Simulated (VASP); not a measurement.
Here is a VASP 6.6.1 calculation.

File INCAR:

```
ALGO = Normal
EDIFF = 1E-6
ENCUT = 520
GGA = PE
ISIF = 2
ISMEAR = 0
LASPH = T
LCHARG = F
LREAL = Auto
LWAVE = F
NBANDS = 180
NELECT = 318.0
NELM = 100
PREC = Accurate
SIGMA = 0.02
```

The input KPOINTS:

```
k-points
0
Gamma
  3 3 3
```

POSCAR

```
SrSn15O16
1.0
    7.7365256449      0.0000000000      5.0662400534
   -7.7365256449      0.0000000000      5.0662400534
    0.0000000000     -7.7365256449     -5.0662400534
Sr Sn O
1 15 16
Direct
    1.0007991136      0.5007991136      0.2500000000
    0.2416023065      0.7416023065      0.7505197578
    0.2416023065      0.2410825486      0.2500000000
    0.7410825486      0.7416023065      0.2500000000
    0.9930109116      0.9930109116      0.7500000000
    0.4930109116      0.4930109116      0.7500000000
    0.4971745949      0.9971745949      0.2500000000
    0.7410825486      0.2410825486      0.7494802422
    0.5116891236      0.7604628907      0.5012262329
    0.7561133071      0.0071941127      1.0010808056
    0.7561133071      0.5050325016      0.4989191944
    0.2604628907      0.0116891236      0.5012262329
    0.5071941127      0.2561133071      1.0010808056
    0.0092366578      0.7604628907      0.9987737671
    0.0050325016      0.2561133071      0.4989191944
    0.2604628907      0.5092366578      0.9987737671
    0.0015464419      0.2377512190      0.2500000000
    0.2521791157      0.4991947585      0.7528891667
    0.2530679677      1.0028299401      0.2500000000
    0.7377512190      0.5015464419      0.2500000000
   -0.0008052415      0.7521791157      0.7528891667
    0.4963055917      0.2492899489      0.7471108333
    0.5028299401      0.7530679677      0.2500000000
    0.7492899489     -0.0036944083      0.7471108333
    0.2521791157      0.2492899489      0.5029843572
    0.4963055917      0.4991947585      0.9970156428
    0.5028299401      0.0028299401      0.4997619724
    0.0015464419      0.5015464419      0.5137952229
    0.2530679677      0.7530679677      1.0002380276
    0.7377512190      0.2377512190      0.9862047771
    0.7492899489      0.7521791157      0.5029843572
   -0.0008052415     -0.0036944083      0.9970156428
```

Potentials or basis: VASP PAW PBE potentials, release 64 (Sr_sv, Sn_d, O).

Run with:

```console
$ cat potpaw_PBE.64/Sr_sv/POTCAR potpaw_PBE.64/Sn_d/POTCAR potpaw_PBE.64/O/POTCAR > POTCAR
$ mpirun -np 1 vasp_std > vasp.out
```

Task: What does it give for the largest force?

Result: 0.100 eV/Å.

Forces in eV/Å, atoms in the order of the input:
```
Sr   0.000  0.000  0.100
Sn   0.000 -0.014  0.070
Sn   0.014  0.000  0.070
Sn  -0.014  0.000  0.070
Sn   0.000  0.000  0.076
Sn   0.000  0.000  0.076
Sn   0.000  0.000  0.083
Sn   0.000  0.014  0.070
Sn  -0.016  0.016 -0.096
Sn   0.025  0.025 -0.065
Sn  -0.025 -0.025 -0.065
Sn   0.016  0.016 -0.096
Sn  -0.025  0.025 -0.065
Sn   0.016 -0.016 -0.096
Sn   0.025 -0.025 -0.065
Sn  -0.016 -0.016 -0.096
O    0.012  0.000 -0.009
O    0.002  0.028  0.003
O   -0.017  0.000  0.009
O   -0.012  0.000 -0.009
O   -0.002  0.028  0.003
O   -0.002 -0.028  0.003
O    0.017  0.000  0.009
O    0.002 -0.028  0.003
O   -0.028 -0.002  0.003
O    0.028  0.002  0.003
O    0.000 -0.017  0.009
O    0.000 -0.012 -0.009
O    0.000  0.017  0.009
O    0.000  0.012 -0.009
O    0.028 -0.002  0.003
O   -0.028  0.002  0.003
```

Caveat: the cell carries a net charge on a neutralising background, which shifts energy and pressure.
